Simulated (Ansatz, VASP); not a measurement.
## TiO2: VASP beside Ansatz

```
CELL_PARAMETERS angstrom
-1.92811 1.92811 4.84845
1.92811 -1.92811 4.84845
1.92811 1.92811 -4.84845
ATOMIC_POSITIONS crystal
Ti 0.00000 0.00000 0.00000
Ti 0.75000 0.25000 0.50000
O 0.20651 0.20651 0.00000
O 0.95651 0.45651 0.50000
O 0.54349 0.04349 0.50000
O 0.79349 0.79349 0.00000
```

Change from the starting cell: strain +0.015 along x and y, +0.000 along z, atoms carried along.

Alike in both runs: task single point; functional PBE; k mesh 10 × 10 × 10; occupations gaussian, width 0.05 eV; no spin polarisation.

|  | VASP | Ansatz |
| --- | --- | --- |
| version | VASP 6.6.1 | Ansatz 0.2.0 |
| potentials or method | VASP PAW PBE potentials, release 64 (Ti_sv, O), cutoff 520 eV | scalar-relativistic, plane waves, PAW |
| valence electrons in the cell | 48 | 48 |

|  | VASP | Ansatz | Ansatz less VASP |
| --- | --- | --- | --- |
| gap on the k mesh at the Fermi level (eV) | 2.03 | 2.05 | +0.022 |
| least direct gap on the mesh (eV) | 2.31 | 2.34 | +0.021 |
| pressure (GPa) | -5.0 | -5.6 | -0.61 |
| traceless stress, the component that is largest in VASP (GPa) | 1.78 | 1.69 | -0.090 |
| rms of the force components (eV/Å) | 0.007 | 0.004 | -0.0028 |

Atom by atom the forces differ by 0.010 eV/Å (rms over components).
